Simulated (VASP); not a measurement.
A run of VASP 6.6.1:

Contents of INCAR:

```
PREC     = Accurate       # precision mode
ENCUT    = 500            # plane-wave cutoff, eV
EDIFF    = 1E-6           # SCF threshold, eV
ISMEAR   = 0              # smearing method
SIGMA    = 0.02           # smearing width, eV
LREAL    = F              # projectors in reciprocal space
LASPH    = T              # aspherical terms in the spheres
NELM     = 120            # most SCF steps
ALGO     = Normal         # electronic algorithm
ISIF     = 2              # what is computed and relaxed
LWAVE    = F              # write WAVECAR
LCHARG   = F              # write CHGCAR
GGA      = CA             # functional
NBANDS   = 11             # bands
GGA_COMPAT= F
```

KPOINTS

```
regular mesh
0
Gamma
  8 8 8
```

File POSCAR:

```
AlAs
1.0
    0.0000000000      2.8143769290      2.8143769290
    2.8143769290      0.0000000000      2.8143769290
    2.8143769290      2.8143769290      0.0000000000
Al As
1 1
Direct
    0.0000000000      0.0000000000      0.0000000000
    0.2500000000      0.2500000000      0.2500000000
```

Potentials or basis: VASP PAW LDA potentials, release 64 (Al, As).

Launch:

```console
$ cat potpaw_LDA.64/Al/POTCAR potpaw_LDA.64/As/POTCAR > POTCAR
$ mpirun -np 1 vasp_std > vasp.out
```

Hardware: 1 thread of AMD EPYC 9R45 96-Core Processor (Zen 5), on a shared host.

Problem. Estimate the wall time of this run.

Solution. It took 7.8 s on 1 thread of AMD EPYC 9R45 96-Core Processor (Zen 5), with other jobs on the host, peak memory 0.12 GiB. Counts: scf iterations 12, k points 29.
